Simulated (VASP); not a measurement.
Write the native input for VASP 6.6.1 that does the following.

| Item | Value |
| --- | --- |
| Task | single point |
| Functional | r2SCAN |
| Potentials or basis | VASP PAW PBE potentials, release 64 (B, N) |
| Cutoff | 520 eV |
| k mesh | 12 × 12 × 6 |
| Occupations | gaussian, width 0.02 eV |
| Spin | no spin polarisation |
| Dipole correction | no |
| Further INCAR settings | ALGO = Normal; EDIFF = 1e-06; NBANDS = 16 |

BN:

```
CELL_PARAMETERS angstrom
2.56928 0.00000 0.00000
-1.28464 2.22506 0.00000
0.00000 0.00000 4.24900
ATOMIC_POSITIONS crystal
B 0.66667 0.33333 0.99991
B 0.33333 0.66667 0.49991
N 0.66667 0.33333 0.62509
N 0.33333 0.66667 0.12509
```

This cell differs from its parent crystal: volume scaled by 1.03, then relaxed in part.

The input as run:

POSCAR

```
BN
1.0
    2.5692807547      0.0000000000      0.0000000000
   -1.2846403773      2.2250624030      0.0000000000
    0.0000000000      0.0000000000      4.2489956533
B N
2 2
Direct
    0.6666666667      0.3333333333      0.9999084282
    0.3333333333      0.6666666667      0.4999084282
    0.6666666667      0.3333333333      0.6250915718
    0.3333333333      0.6666666667      0.1250915718
```

INCAR.step1

```
SYSTEM = BN
PREC = Accurate
ENCUT = 520
ISMEAR = 0
SIGMA = 0.02
LREAL = .FALSE.
LASPH = .TRUE.
NELM = 80
NBANDS = 16
GGA = PE
ALGO = Normal
EDIFF = 1E-4
LWAVE = .TRUE.
LCHARG = .FALSE.
```

INCAR.step2

```
SYSTEM = BN
PREC = Accurate
ENCUT = 520
EDIFF = 1E-6
ISMEAR = 0
SIGMA = 0.02
LREAL = .FALSE.
LASPH = .TRUE.
NELM = 80
ALGO = Normal
ISIF = 2
LWAVE = .FALSE.
LCHARG = .TRUE.
METAGGA = R2SCAN
LMIXTAU = .TRUE.
LELF = .TRUE.
LVHAR = .TRUE.
NBANDS = 16
ISTART = 1
```

KPOINTS

```
Automatic mesh
0
G
  12 12 6
  0 0 0
```

Potentials or basis: VASP PAW PBE potentials, release 64 (B, N).

Command:

```sh
$ cat potpaw_PBE.64/B/POTCAR potpaw_PBE.64/N/POTCAR > POTCAR
$ cp INCAR.step1 INCAR
$ mpirun -np 1 vasp_std > vasp.out
$ cp INCAR.step2 INCAR
$ mpirun -np 1 vasp_std > vasp.out
```

Results of the run:

| Item | Value |
| --- | --- |
| Pressure | -10.0 GPa |
| Band gap on the k mesh | 5.77 eV, indirect (least direct gap 8.84 eV) |

Caveat: the PAW data sets were made with another functional, which shifts forces and pressure a little.

Run time: 81 s on 1 thread of Intel(R) Xeon(R) 6975P-C (Granite Rapids), on a shared host, peak memory 0.15 GiB.
